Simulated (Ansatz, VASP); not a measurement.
# Al2Si: VASP beside Ansatz

```
Al Si
1.0
     5.07184    0.00000    0.00000
     0.00000    5.07184    0.00000
     0.00000    0.00000    4.65964
Al Si
4 2
Direct
  0.24997 0.50000 0.00000
  0.75003 0.50000 0.00000
  0.50000 0.24997 0.50000
  0.50000 0.75003 0.50000
  0.00000 0.50000 0.50000
  0.50000 0.00000 0.00000
```

Alike in both runs: functional PBE; k mesh 8 × 8 × 8; occupations gaussian, width 0.1 eV; no spin polarisation.

Ansatz relaxed the structure, and its values are those at the end. VASP's run is a single point on that final structure, the one shown.

```csv
,VASP,Ansatz
version,VASP 6.6.1,Ansatz 0.2.0
potentials or method,"VASP PAW PBE potentials, release 64 (Al, Si), cutoff 520 eV","scalar-relativistic, plane waves, PAW"
valence electrons in the cell,20,20
```

|  | VASP | Ansatz | Ansatz less VASP |
| --- | --- | --- | --- |
| gap on the k mesh at the Fermi level (eV) | none | none | - |
| pressure (GPa) | 0.0 | 0.0 | +0.04 |

A gap of «none» marks a metal or a gap that the smearing closes. With one functional, cell and mesh, what is left measures potentials, basis and numerics.
